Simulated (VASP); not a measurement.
# SnSe (P4/nmm) in VASP: a series of runs, part 2 of 2

VASP 6.6.1. The steps go on from the part before.

## Step 3: Single point, PBE+D3(BJ)

This run uses another cell than the first one, of 23.54 Å³/atom.

The input, INCAR:

```
SYSTEM = SnSe
  PREC = Accurate
  ENCUT = 520
  EDIFF = 1E-6
  ISMEAR = 0
  SIGMA = 0.03
  LREAL = .False.
  LASPH = .True.
  NELM = 100
  ALGO = Normal
  ISIF = 2
  LWAVE = .False.
  LCHARG = .False.
  GGA = PE
  IVDW = 12
  NBANDS = 28
```

The input, KPOINTS:

```
regular mesh
0
Gamma
  8 8 6
  0 0 0
```

The input, POSCAR:

```
SnSe
1.0
    4.2924000000      0.0000000000      0.0000000000
    0.0000000000      4.2924000000      0.0000000000
    0.0000000000      0.0000000000      5.1113000000
Sn Se
2 2
Direct
    0.5000000000      0.0000000000      0.2500887432
    0.0000000000      0.5000000000      0.7499112568
    0.5000000000      0.0000000000      0.7499352227
    0.0000000000      0.5000000000      0.2500647773
```

Potentials or basis: VASP PAW PBE potentials, release 64 (Sn_d, Se).

Command:

```
$ cat potpaw_PBE.64/Sn_d/POTCAR potpaw_PBE.64/Se/POTCAR > POTCAR
$ mpirun -np 1 vasp_std > vasp.out
```

OUTCAR:

```text
SYSTEM = SnSe
   PREC = Accurate
   ENCUT = 520
   EDIFF = 1E-6
   ISMEAR = 0
   LREAL = .False.
   LASPH = .True.
   NELM = 100
   ISIF = 2
   GGA = PE
   IVDW = 12
 IVDW          = 12

 ion  position               nearest neighbor table
   1  0.500  0.000  0.250-   3 2.55   3 2.56   4 3.04   4 3.04   4 3.04   4 3.04
   2  0.000  0.500  0.750-   4 2.55   4 2.56   3 3.04   3 3.04   3 3.04   3 3.04
   3  0.500  0.000  0.750-   1 2.55   1 2.56   2 3.04   2 3.04   2 3.04   2 3.04
   4  0.000  0.500  0.250-   2 2.55   2 2.56   1 3.04   1 3.04   1 3.04   1 3.04

  LATTYP: Found a simple tetragonal cell.
 ALAT       =     4.2924000000
 C/A-ratio  =     1.1907790513

  Lattice vectors:

 A1 = (   4.2924000000,   0.0000000000,   0.0000000000)
 A2 = (   0.0000000000,   4.2924000000,   0.0000000000)
 A3 = (   0.0000000000,   0.0000000000,   5.1113000000)

Analysis of symmetry for initial positions (statically):
=====================================================================
 Subroutine PRICEL returns:
 Original cell was already a primitive cell.

 Routine SETGRP: Setting up the symmetry group for a
 simple tetragonal supercell.

 Subroutine GETGRP returns: Found 16 space group operations
 (whereof  8 operations were pure point group operations)
 out of a pool of 16 trial point group operations.

The static configuration has the point symmetry D_2d.
 The point group associated with its full space group is D_4h.

Analysis of symmetry for dynamics (positions and initial velocities):
=====================================================================
 Subroutine PRICEL returns:
 Original cell was already a primitive cell.

 Routine SETGRP: Setting up the symmetry group for a
 simple tetragonal supercell.

 Subroutine GETGRP returns: Found 16 space group operations
 (whereof  8 operations were pure point group operations)
 out of a pool of 16 trial point group operations.

The dynamic configuration has the point symmetry D_2d.
 The point group associated with its full space group is D_4h.

 Subroutine INISYM returns: Found 16 space group operations
[... 122 lines left out ...]
  volume/ion in A,a.u.               =      23.54       158.88
  Fermi-wavevector in a.u.,A,eV,Ry     =   1.230602  2.325500 20.604405  1.514381
  Thomas-Fermi vector in A             =   2.365444
   LORBIT       =      0    0 simple, 1 ext, 2 COOP (PROOUT), +10 PAW based schemes
   GGA     = PE    functional components
   LHFCALC =     F    Hartree Fock is set to
   AEXX    =    0.0000 exact exchange contribution
   IVDW    =    12    specifies the selected vdW correction
   LEPSILON=     F    determine dielectric tensor
   LRPA    =     F    only Hartree local field effects (RPA)
 non-spin polarized calculation
 Gauss-broadening in eV      SIGMA  =   0.03
  energy-cutoff  :      520.00
  volume of cell :       94.17
 maximum number of plane-waves:      2576
 NGX is ok and might be reduce to    32
   NGX = 15   NGY = 15   NGZ = 19

 number of electron      40.0000018 magnetization

 Free energy of the ion-electron system (eV)
  ---------------------------------------------------
  ext. energy  EPLUGINS =         0.00000000
  ---------------------------------------------------
  free energy    TOTEN  =       -14.52466122 eV

  energy without entropy =      -14.52318284  energy(sigma->0) =      -14.52392203

 E-fermi :   7.8314     XC(G=0): -10.2657

 val. band max:        7.8151734934   @ k =   0.3750   0.2500   0.5000
 cond. band min:       7.8462469596   @ k =   0.3750   0.0000   0.1667
 fundamental gap:      0.0310734662
 Fermi energy:         7.8314417095

 k-point     1 :       0.0000    0.0000    0.0000
  band No.  band energies     occupation
      1     -14.5052      2.00000
      2     -14.4199      2.00000
      3     -14.3657      2.00000
      4     -14.3638      2.00000
      5     -14.3541      2.00000
      6     -14.3541      2.00000
[... 733 lines left out ...]
     27      15.0881      0.00000
     28      15.0881      0.00000

 [... further k-points ...]

------------------------ aborting loop because EDIFF is reached ----------------------------------------

 Edisp (eV)   -1.64277

 E8    (eV) :    -0.7394

  FORCE on cell =-STRESS in cart. coord.  units (eV):
  Direction    XX          YY          ZZ          XY          YZ          ZX
  --------------------------------------------------------------------------------------
  -------------------------------------------------------------------------------------
  Total       0.54440     0.54440    22.73412     0.00000    -0.00000     0.00000
  in kB       9.26187     9.26187   386.77371     0.00000    -0.00000     0.00000
  external pressure =      135.10 kB  Pullay stress =        0.00 kB

 VOLUME and BASIS-vectors are now :
 -----------------------------------------------------------------------------
  energy-cutoff  :      520.00
  volume of cell :       94.17
      direct lattice vectors                 reciprocal lattice vectors
     4.292400000  0.000000000  0.000000000     0.232969900  0.000000000  0.000000000
     0.000000000  4.292400000  0.000000000     0.000000000  0.232969900  0.000000000
     0.000000000  0.000000000  5.111300000     0.000000000  0.000000000  0.195644944

 POSITION                                       TOTAL-FORCE (eV/Angst)
 -----------------------------------------------------------------------------------
      2.14620      0.00000      1.27828         0.000000      0.000000     -0.010805
      0.00000      2.14620      3.83302        -0.000000     -0.000000      0.010805
      2.14620      0.00000      3.83314         0.000000      0.000000      0.011049
      0.00000      2.14620      1.27816         0.000000     -0.000000     -0.011049
 -----------------------------------------------------------------------------------
    total drift:                                0.000000      0.000000      0.000000

  FREE ENERGIE OF THE ION-ELECTRON SYSTEM (eV)
  ---------------------------------------------------
  free  energy   TOTEN  =       -16.1674318374 eV

  energy  without entropy=      -16.1659534583  energy(sigma->0) =      -16.16669265
```

OSZICAR:

```text
N       E                     dE             d eps       ncg     rms          rms(c)
DAV:   1     0.381234667331E+03    0.38123E+03   -0.19464E+04  3468   0.194E+03
DAV:   2     0.376658179703E+02   -0.34357E+03   -0.33369E+03  3368   0.507E+02
DAV:   3    -0.124794266465E+02   -0.50145E+02   -0.48995E+02  4136   0.160E+02
DAV:   4    -0.147478554077E+02   -0.22684E+01   -0.22463E+01  3948   0.349E+01
DAV:   5    -0.147990700276E+02   -0.51215E-01   -0.51204E-01  4200   0.583E+00    0.732E+00
DAV:   6    -0.145383010191E+02    0.26077E+00   -0.49047E-01  4456   0.428E+00    0.443E+00
DAV:   7    -0.145266279084E+02    0.11673E-01   -0.21486E-01  4264   0.213E+00    0.121E+00
DAV:   8    -0.145247886697E+02    0.18392E-02   -0.35368E-02  4092   0.135E+00    0.189E-01
DAV:   9    -0.145246787019E+02    0.10997E-03   -0.41263E-03  4028   0.513E-01    0.697E-02
DAV:  10    -0.145246503319E+02    0.28370E-04   -0.41961E-04  4256   0.148E-01    0.315E-02
DAV:  11    -0.145246652305E+02   -0.14899E-04   -0.13975E-04  4352   0.792E-02    0.163E-02
DAV:  12    -0.145246616205E+02    0.36100E-05   -0.12840E-05  3700   0.216E-02    0.831E-03
DAV:  13    -0.145246612192E+02    0.40129E-06   -0.48270E-06  3240   0.113E-02
   1 F= -.16167432E+02 E0= -.16166693E+02  d E =-.147838E-02
```

Run time: 41 s. Hardware: 1 thread of Intel Xeon Platinum 8559C (Emerald Rapids), shared host; peak memory 0.27 GiB.

Results:

```yaml
Free_energy: -16.1674 eV
Pressure: 13.5 GPa
Largest_force: 0.011 eV/Å
Band_gap_on_the_k_mesh: zero (bands 20 and 21 overlap by 0.47 eV)
Dispersion_energy_per_atom: -0.411 eV
```

Forces in eV/Å, atoms in the order of the input:
```
Sn   0.000  0.000 -0.011
Sn   0.000  0.000  0.011
Se   0.000  0.000  0.011
Se   0.000  0.000 -0.011
```

Caveat: the cell stands under pressure; semilocal functionals underestimate gaps, so a narrow gap can read as zero; spin-orbit coupling is left out, which moves the levels of the heavy elements.

## Step 4: Single point, PBE+D3(BJ)

This run uses another cell than the first one, of 24.32 Å³/atom.

The input, INCAR:

```
PREC     = Accurate       # precision mode
ENCUT    = 520            # plane-wave cutoff, eV
EDIFF    = 1E-6           # SCF threshold, eV
ISMEAR   = 0              # smearing method
SIGMA    = 0.03           # smearing width, eV
LREAL    = False          # projectors in reciprocal space
LASPH    = True           # aspherical terms in the spheres
NELM     = 60             # most SCF steps
ALGO     = Normal         # electronic algorithm
ISIF     = 2              # what is computed and relaxed
LWAVE    = False          # write WAVECAR
LCHARG   = False          # write CHGCAR
GGA      = PE             # functional
IVDW     = 12             # dispersion correction
NBANDS   = 28             # bands
```

The input, KPOINTS:

```
Automatic mesh
0
Gamma
  8 8 6
```

POSCAR, as its differences from that of step 3:

```diff
@@ -2,4 +2,4 @@
 1.0
-    4.2924000000      0.0000000000      0.0000000000
-    0.0000000000      4.2924000000      0.0000000000
+    4.3627000000      0.0000000000      0.0000000000
+    0.0000000000      4.3627000000      0.0000000000
     0.0000000000      0.0000000000      5.1113000000
```

Command:

```
$ cat potpaw_PBE.64/Sn_d/POTCAR potpaw_PBE.64/Se/POTCAR > POTCAR
$ mpirun -np 1 vasp_std > vasp.out
```

Run time: 48 s. Hardware: 1 thread of Intel Xeon Platinum 8559C (Emerald Rapids), shared host; peak memory 0.29 GiB.

Results (log left out):

* Free energy: -16.1697 eV
* Pressure: 11.2 GPa
* Largest force: 0.011 eV/Å
* Band gap on the k mesh: zero (bands 20 and 21 overlap by 0.58 eV)
* Dispersion energy per atom: -0.397 eV

Forces in eV/Å, atoms in the order of the input:
```
Sn   0.000  0.000 -0.011
Sn   0.000  0.000  0.011
Se   0.000  0.000  0.011
Se   0.000  0.000 -0.011
```

Stress tensor (GPa, compression positive):
```
-0.79  0.00  0.00
 0.00 -0.79  0.00
 0.00  0.00 35.18
```

Levels at points of the mesh, in eV from the Fermi level:
```
           k point  band 17  band 18  band 19  band 20  band 21  band 22  band 23  band 24
(0.00, 0.00, 0.00)    -4.89    -4.65    -2.51    -2.51     1.68     2.79     2.79     4.94
(0.50, 0.00, 0.00)    -3.54    -3.54    -2.31    -2.31     1.21     1.21     1.58     1.58
(0.50, 0.50, 0.00)    -5.83    -5.83    -3.44    -3.44     2.53     2.53     3.36     3.36
(0.00, 0.00, 0.50)    -3.98    -3.98    -0.36    -0.35     2.67     2.67     2.90     2.90
(0.50, 0.00, 0.50)    -2.89    -2.89    -0.91    -0.91     0.06     0.06     1.32     1.32
(0.50, 0.50, 0.50)    -5.49    -5.49     0.38     0.38     2.35     2.35     3.50     3.50
```

Caveat: the cell stands under pressure; semilocal functionals underestimate gaps, so a narrow gap can read as zero; spin-orbit coupling is left out, which moves the levels of the heavy elements.

## Step 5: Single point, PBE+D3(BJ)

This run uses another cell than the first one, of 24.86 Å³/atom.

The input, INCAR:

```
SYSTEM = SnSe
  PREC = Accurate
  ENCUT = 520
  EDIFF = 1E-7
  ISMEAR = 0
  SIGMA = 0.03
  LREAL = .False.
  LASPH = .True.
  NELM = 60
  ALGO = Normal
  ISIF = 2
  LWAVE = .False.
  LCHARG = .False.
  GGA = PE
  IVDW = 12
  NBANDS = 28
```

The input, KPOINTS:

```
regular mesh
0
Gamma
  8 8 6
  0 0 0
```

The input, POSCAR:

```
SnSe
1.0
    4.2924000000      0.0000000000      0.0000000000
    0.0000000000      4.2924000000      0.0000000000
    0.0000000000      0.0000000000      5.3979000000
Sn Se
2 2
Direct
    0.5000000000      0.0000000000      0.2500887432
    0.0000000000      0.5000000000      0.7499112568
    0.5000000000      0.0000000000      0.7499352227
    0.0000000000      0.5000000000      0.2500647773
```

Command:

```
$ cat potpaw_PBE.64/Sn_d/POTCAR potpaw_PBE.64/Se/POTCAR > POTCAR
$ mpirun -np 1 vasp_std > vasp.out
```

Run time: 45 s. Hardware: 1 thread of Intel Xeon Platinum 8559C (Emerald Rapids), shared host; peak memory 0.28 GiB.

Results (log left out):

| Item | Value |
| --- | --- |
| Free energy | -17.1796 eV |
| Pressure | 6.7 GPa |
| Largest force | 0.005 eV/Å |
| Dispersion energy per atom | -0.388 eV |

Forces on the atoms (eV/Å):
```
Sn   0.000  0.000 -0.005
Sn   0.000  0.000  0.005
Se   0.000  0.000  0.005
Se   0.000  0.000 -0.005
```

Stress tensor (GPa, compression positive):
```
-1.34  0.00  0.00
 0.00 -1.34  0.00
 0.00  0.00 22.91
```

Levels at points of the mesh, in eV from the Fermi level:
| k point | band 16 | band 17 | band 18 | band 19 | band 20 | band 21 | band 22 | band 23 | band 24 | band 25 |
| --- | --- | --- | --- | --- | --- | --- | --- | --- | --- | --- |
| (0.00, 0.00, 0.00) | -4.64 | -4.64 | -3.67 | -2.38 | -2.38 | 2.13 | 3.41 | 3.41 | 5.23 | 5.23 |
| (0.50, 0.00, 0.00) | -5.28 | -2.97 | -2.97 | -1.63 | -1.63 | 1.23 | 1.23 | 1.60 | 1.60 | 4.88 |
| (0.50, 0.50, 0.00) | -6.04 | -5.03 | -5.03 | -3.59 | -3.59 | 2.61 | 2.61 | 4.25 | 4.25 | 5.79 |
| (0.00, 0.00, 0.50) | -3.64 | -3.64 | -3.64 | -0.95 | -0.94 | 2.43 | 2.43 | 3.29 | 3.30 | 3.60 |
| (0.50, 0.00, 0.50) | -2.65 | -2.48 | -2.48 | -0.51 | -0.51 | 0.52 | 0.52 | 0.96 | 0.96 | 1.52 |
| (0.50, 0.50, 0.50) | -5.29 | -5.28 | -5.28 | -0.14 | -0.14 | 1.94 | 1.94 | 4.15 | 4.15 | 4.16 |

Caveat: the cell stands under pressure; spin-orbit coupling is left out, which moves the levels of the heavy elements.

## Step 6: The runs side by side

| cell | gap on the mesh (eV) | pressure (GPa) | largest force (eV/Å) |
| --- | --- | --- | --- |
| a = 4.222, b = 4.222, c = 5.111 Å, 4 atoms | none | 16.0 | 0.01 |
| a = 4.292, b = 4.292, c = 5.111 Å, 4 atoms | none | 13.5 | 0.01 |
| a = 4.363, b = 4.363, c = 5.111 Å, 4 atoms | none | 11.2 | 0.01 |
| a = 4.292, b = 4.292, c = 5.398 Å, 4 atoms | - | 6.7 | 0.01 |

Alike in all rows: task single point; level PBE+D3(BJ); potentials or basis VASP PAW PBE potentials, release 64 (Sn_d, Se); no spin polarisation; k mesh 8 × 8 × 6; cutoff (eV) 520; smearing gaussian 0.03 eV.

Caveats: the cell stands under pressure; spin-orbit coupling is left out, which moves the levels of the heavy elements; semilocal functionals underestimate gaps, so a narrow gap can read as zero (at least some runs).

Absolute energies hang on the potentials; compare differences alone.
